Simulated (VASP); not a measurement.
# BaAlSi (P-6m2) in VASP: single point with LDA

Aim: the single point of BaAlSi with LDA.

Everything below comes from runs of VASP 6.6.1. Logs are shortened: lines on timing, memory, paths and dates and some standing lists are left out, and cuts for length are marked.

**1. The cell of the first run**

The structure is hexagonal, space group P-6m2 (No. 187). The conventional cell has a = 4.308 Å, b = 4.308 Å, c = 5.226 Å, α = 90.00°, β = 90.00°, γ = 120.00°. Within 4.7 Å of Ba (site symmetry -6m2) lie 6 Al at 3.61 Å and 6 Si at 3.61 Å and 6 Ba at 4.31 Å. Within 3.3 Å of Al (site symmetry -6m2) lie 3 Si at 2.49 Å. Within 3.3 Å of Si (site symmetry -6m2) lie 3 Al at 2.49 Å.

**2. Single point, LDA**

POSCAR

```
BaAlSi
1.0
    4.3076140000      0.0000000000      0.0000000000
   -2.1538070000      3.7305031537      0.0000000000
    0.0000000000      0.0000000000      5.2258550000
Ba Al Si
1 1 1
Direct
    0.0000000000      0.0000000000      0.0000000000
    0.6666670000      0.3333330000      0.5000000000
    0.3333330000      0.6666670000      0.5000000000
```

INCAR.step1

```
SYSTEM = BaAlSi
PREC = Accurate
ENCUT = 520
EDIFF = 1E-6
ISMEAR = 1
SIGMA = 0.1
LREAL = .False.
LASPH = .True.
NELM = 60
ALGO = Normal
ISIF = 2
LWAVE = .False.
LCHARG = .True.
GGA = CA
NBANDS = 16
```

KPOINTS.step1

```
Automatic mesh
0
Gamma
  7 7 5
  0 0 0
```

INCAR.step2

```
SYSTEM = BaAlSi
PREC = Accurate
ENCUT = 520
EDIFF = 1E-6
ISMEAR = -5
SIGMA = 0.1
LREAL = .False.
LASPH = .True.
NELM = 60
ALGO = Normal
ISIF = 2
LWAVE = .False.
LCHARG = .False.
GGA = CA
LORBIT = 11
NBANDS = 16
NEDOS = 2001
ICHARG = 11
```

KPOINTS.step2

```
Automatic mesh
0
Gamma
  11 11 8
  0 0 0
```

Potentials or basis: VASP PAW LDA potentials, release 64 (Ba_sv, Al, Si).

Command:

```
cat potpaw_LDA.64/Ba_sv/POTCAR potpaw_LDA.64/Al/POTCAR potpaw_LDA.64/Si/POTCAR > POTCAR
cp INCAR.step1 INCAR
cp KPOINTS.step1 KPOINTS
mpirun -np 1 vasp_std > vasp.out
cp INCAR.step2 INCAR
cp KPOINTS.step2 KPOINTS
mpirun -np 1 vasp_std > vasp.out
```

OUTCAR:

```text
SYSTEM = BaAlSi
   PREC = Accurate
   ENCUT = 520
   EDIFF = 1E-6
   ISMEAR = -5
   LREAL = .False.
   LASPH = .True.
   NELM = 60
   ISIF = 2
   GGA = CA
   LORBIT = 11
   ICHARG = 11

 ion  position               nearest neighbor table
   1  0.000  0.000  0.000-   2 3.61   3 3.61   2 3.61   3 3.61   2 3.61   2 3.61   3 3.61   3 3.61
                             2 3.61   2 3.61   3 3.61   3 3.61
   2  0.667  0.333  0.500-   3 2.49   3 2.49   3 2.49   1 3.61   1 3.61   1 3.61   1 3.61   1 3.61
                             1 3.61
   3  0.333  0.667  0.500-   2 2.49   2 2.49   2 2.49   1 3.61   1 3.61   1 3.61   1 3.61   1 3.61
                             1 3.61

  LATTYP: Found a hexagonal cell.
 ALAT       =     4.3076140000
 C/A-ratio  =     1.2131669644

  Lattice vectors:

 A1 = (   4.3076140000,   0.0000000000,   0.0000000000)
 A2 = (  -2.1538070000,   3.7305031537,   0.0000000000)
 A3 = (   0.0000000000,   0.0000000000,   5.2258550000)

Analysis of symmetry for initial positions (statically):
=====================================================================
 Subroutine PRICEL returns:
 Original cell was already a primitive cell.

 Routine SETGRP: Setting up the symmetry group for a
 hexagonal supercell.

 Subroutine GETGRP returns: Found 12 space group operations
 (whereof 12 operations were pure point group operations)
 out of a pool of 24 trial point group operations.

The static configuration has the point symmetry D_3h.

Analysis of symmetry for dynamics (positions and initial velocities):
=====================================================================
 Subroutine PRICEL returns:
 Original cell was already a primitive cell.

 Routine SETGRP: Setting up the symmetry group for a
 hexagonal supercell.

 Subroutine GETGRP returns: Found 12 space group operations
 (whereof 12 operations were pure point group operations)
 out of a pool of 24 trial point group operations.

The dynamic configuration has the point symmetry D_3h.

 Subroutine INISYM returns: Found 12 space group operations
 (whereof 12 operations are pure point group operations),
 and found     1 'primitive' translations

----------------------------------------------------------------------------------------

                                     Primitive cell

  volume of cell :      83.9772

  direct lattice vectors                    reciprocal lattice vectors
     4.307614000  0.000000000  0.000000000     0.232147077  0.134030178  0.000000000
    -2.153807000  3.730503154  0.000000000     0.000000000  0.268060355  0.000000000
     0.000000000  0.000000000  5.225855000     0.000000000  0.000000000  0.191356247

  length of vectors
     4.307614000  4.307614000  5.225855000     0.268060355  0.268060355  0.191356247

  position of ions in fractional coordinates (direct lattice)
     0.000000000  0.000000000  0.000000000
     0.666667000  0.333333000  0.500000000
     0.333333000  0.666667000  0.500000000

  ion indices of the primitive-cell ions
   primitive index   ion index
                 1           1
                 2           2
                 3           3

----------------------------------------------------------------------------------------

 KPOINTS: Automatic mesh

Automatic generation of k-mesh.
 Grid dimensions read from file:
 generate k-points for:   11   11    8

 Generating k-lattice:

  Cartesian coordinates                     Fractional coordinates (reciprocal lattice)
     0.021104280  0.012184562  0.000000000     0.090909091  0.000000000  0.000000000
     0.000000000  0.024369123  0.000000000     0.000000000  0.090909091  0.000000000
     0.000000000  0.000000000  0.023919531     0.000000000  0.000000000  0.125000000

  Length of vectors
     0.024369123  0.024369123  0.023919531

  Shift w.r.t. Gamma in fractional coordinates (k-lattice)
     0.000000000  0.000000000  0.000000000

 TETIRR: Found   1012 inequivalent tetrahedra from     5808

 Subroutine IBZKPT returns following result:
 ===========================================

 Found     80 irreducible k-points:

 Following reciprocal coordinates:
            Coordinates               Weight
  0.000000  0.000000  0.000000      1.000000
  0.090909 -0.000000  0.000000      6.000000
  0.181818  0.000000  0.000000      6.000000
  0.272727  0.000000  0.000000      6.000000
  0.363636 -0.000000  0.000000      6.000000
  0.454545 -0.000000  0.000000      6.000000
[... 16 lines left out ...]
  0.090909  0.090909  0.125000     12.000000
  0.181818  0.090909  0.125000     24.000000
 [... further k-points ...]
   k-points           NKPTS =     80   k-points in BZ     NKDIM =     80   number of bands    NBANDS=     16
   number of dos      NEDOS =   2001   number of ions     NIONS =      3
   total plane-waves  NPLWV =  40960
   dimension x,y,z NGX =    32 NGY =   32 NGZ =   40
   dimension x,y,z NGXF=    64 NGYF=   64 NGZF=   80
   ions per type =               1   1   1
   NGX,Y,Z   is equivalent  to a cutoff of  12.35, 12.35, 12.72 a.u.
   NGXF,Y,Z  is equivalent  to a cutoff of  24.70, 24.70, 25.45 a.u.
 SYSTEM =  BaAlSi
   PREC   = accura    normal or accurate (medium, high low for compatibility)
   ISTART =      0    job   : 0-new  1-cont  2-samecut
   ICHARG =     11    charge: 1-file 2-atom 10-const
   ISPIN  =      1    spin polarized calculation?
   LNONCOLLINEAR =      F non collinear calculations
   LSORBIT =      F    spin-orbit coupling
   LASPH  =      T    aspherical Exc in radial PAW
   ENCUT  =  520.0 eV  38.22 Ry    6.18 a.u.   8.01  8.01  9.72*2*pi/ulx,y,z
   NELM   =     60;   NELMIN=  2; NELMDL=  0     # of ELM steps
   EDIFF  = 0.1E-05   stopping-criterion for ELM
   LREAL  =      F    real-space projection
   EDIFFG = 0.1E-04   stopping-criterion for IOM
   NSW    =      0    number of steps for IOM
   IBRION =     -1    ionic relax: 0-MD 1-quasi-New 2-CG
   NFREE  =      0    steps in history (QN), initial steepest desc. (CG)
   ISIF   =      2    stress and relaxation
   ISYM   =      2    0-nonsym 1-usesym 2-fastsym
   POTIM  = 0.5000    time-step for ionic-motion
   TEBEG  =    0.0;   TEEND  =   0.0 temperature during run
   PSTRESS=    0.0 pullay stress
   NELECT =      17.0000    total number of electrons
   NUPDOWN=      -1.0000    fix difference up-down
   EMIN   =  10.00;   EMAX   =-10.00  energy-range for DOS
   EFERMI =   0.00;   METHOD = LEGACY
   ISMEAR =    -5;   SIGMA  =   0.10  broadening in eV -4-tet -1-fermi 0-gaus
   EFERMI_NEDOS =   21; number of points for ismear=-14 and -15
   IALGO  =     38    algorithm
   IMIX   =      4    mixing-type and parameters
     AMIX     =   0.40;   BMIX     =  1.00
     AMIX_MAG =   1.60;   BMIX_MAG =  1.00
  volume/ion in A,a.u.               =      27.99       188.90
  Fermi-wavevector in a.u.,A,eV,Ry     =   0.961252  1.816503 12.571859  0.924006
  Thomas-Fermi vector in A             =   2.090608
   LORBIT       =     11    0 simple, 1 ext, 2 COOP (PROOUT), +10 PAW based schemes
   GGA     = CA    functional components
   LHFCALC =     F    Hartree Fock is set to
   AEXX    =    0.0000 exact exchange contribution
   IVDW    =     0    specifies the selected vdW correction
   LEPSILON=     F    determine dielectric tensor
   LRPA    =     F    only Hartree local field effects (RPA)
 non-spin polarized calculation
 Fermi weights with tetrahedron method with Bloechl corrections
  energy-cutoff  :      520.00
  volume of cell :       83.98
 maximum number of plane-waves:      2280

 number of electron      17.0000000 magnetization

 Free energy of the ion-electron system (eV)
  ---------------------------------------------------
  ext. energy  EPLUGINS =         0.00000000
  ---------------------------------------------------
  free energy    TOTEN  =       -13.61850620 eV

  energy without entropy =      -13.61850620  energy(sigma->0) =      -13.61850620

 E-fermi :   4.0073     XC(G=0):  -9.2340

 val. band max:        4.0004798507   @ k =   0.2727   0.1818   0.2500
 cond. band min:       3.9617633813   @ k =   0.0909   0.0909   0.0000
 fundamental gap:     -0.0387164694
 Fermi energy:         4.0072957330

 k-point     1 :       0.0000    0.0000    0.0000
  band No.  band energies     occupation
      1     -23.7720      2.00000
      2      -9.1341      2.00000
      3      -8.7881      2.00000
      4      -8.7881      2.00000
      5      -5.1902      2.00000
      6       2.6044      2.00000
[... 8 lines left out ...]
     15       7.9198      0.00000
     16       7.9198      0.00000

 k-point     2 :       0.0909   -0.0000    0.0000
  band No.  band energies     occupation
      1     -23.7682      2.00000
      2      -9.1244      2.00000
      3      -8.8436      2.00000
      4      -8.7989      2.00000
      5      -5.0960      2.00000
      6       2.2588      2.00000
[... 8 lines left out ...]
     15       7.7826      0.00000
     16       8.0163      0.00000

 k-point     3 :       0.1818    0.0000    0.0000
  band No.  band energies     occupation
      1     -23.7582      2.00000
      2      -9.0984      2.00000
      3      -8.9855      2.00000
      4      -8.8276      2.00000
      5      -4.8287      2.00000
      6       1.1840      2.00000
[... 8 lines left out ...]
     15       7.5339      0.00000
     16       8.7260      0.00000

 k-point     4 :       0.2727    0.0000    0.0000
  band No.  band energies     occupation
      1     -23.7449      2.00000
      2      -9.1583      2.00000
      3      -9.0639      2.00000
      4      -8.8647      2.00000
      5      -4.4247      2.00000
      6       0.1349      2.00000
[... 8 lines left out ...]
     15       8.6166      0.00000
     16       9.6505      0.00000
[... 324 lines left out ...]
 k-point    22 :       0.4545   -0.0000    0.1250
  band No.  band energies     occupation
      1     -23.7250      2.00000
      2      -9.3831      2.00000
      3      -9.0302      2.00000
      4      -8.9163      2.00000
      5      -3.5444      2.00000
      6      -1.3949      2.00000
[... 8 lines left out ...]
     15       9.7242      0.00000
     16      11.2396      0.00000

 k-point    23 :       0.0909    0.0909    0.1250
  band No.  band energies     occupation
      1     -23.7609      2.00000
      2      -9.1428      2.00000
      3      -8.9336      2.00000
      4      -8.8207      2.00000
      5      -4.8331      2.00000
      6       1.5208      2.00000
[... 8 lines left out ...]
     15       7.9642      0.00000
     16       8.2589      0.00000

 k-point    24 :       0.1818    0.0909    0.1250
  band No.  band energies     occupation
      1     -23.7493      2.00000
      2      -9.1164      2.00000
      3      -9.0708      2.00000
      4      -8.8616      2.00000
      5      -4.5228      2.00000
      6       0.5782      2.00000
[... 8 lines left out ...]
     15       8.4078      0.00000
     16       8.9366      0.00000

 [... further k-points ...]
[... 5 lines left out ...]
  --------------------------------------------------------------------------------------
  -------------------------------------------------------------------------------------
  Total       -1.3490916     -1.3490916     -1.6593392      0.0000000      0.0000000      0.0000000
  in kB      -25.7389298    -25.7389298    -31.6580537      0.0000000      0.0000000      0.0000000
  external PRESSURE =     -27.7119711 kB  Pullay stress =       0.0000000 kB

 VOLUME and BASIS-vectors are now :
 -----------------------------------------------------------------------------
  energy-cutoff  :      520.00
  volume of cell :       83.98
      direct lattice vectors                 reciprocal lattice vectors
     4.307614000  0.000000000  0.000000000     0.232147077  0.134030178  0.000000000
    -2.153807000  3.730503154  0.000000000     0.000000000  0.268060355  0.000000000
     0.000000000  0.000000000  5.225855000     0.000000000  0.000000000  0.191356247

 POSITION                                       TOTAL-FORCE (eV/Angst)
 -----------------------------------------------------------------------------------
      0.00000      0.00000      0.00000        -0.000000      0.000000      0.000000
      2.15381      1.24350      2.61293        -0.000000      0.000000      0.000000
     -0.00000      2.48700      2.61293         0.000000      0.000000      0.000000
 -----------------------------------------------------------------------------------
    total drift:                                0.000180     -0.000104      0.000000

  FREE ENERGIE OF THE ION-ELECTRON SYSTEM (eV)
  ---------------------------------------------------
  free  energy   TOTEN  =       -13.6185061973 eV

  energy  without entropy=      -13.6185061973  energy(sigma->0) =      -13.61850620

 total charge

# of ion       s       p       d       tot
------------------------------------------
    1        2.014   5.574   0.366   7.954
    2        0.426   0.393   0.000   0.819
    3        0.768   0.895   0.000   1.663
--------------------------------------------------
tot          3.209   6.862   0.366  10.436
```

Run time: 37 s. Hardware: 1 thread of Intel Xeon Platinum 8488C (Sapphire Rapids), shared host; peak memory 0.24 GiB.

Results:

* Valence electrons inside the program's atomic spheres: Ba 7.95; Al 0.82; Si 1.66

Caveat: spin-orbit coupling is left out, which moves the levels of the heavy elements.
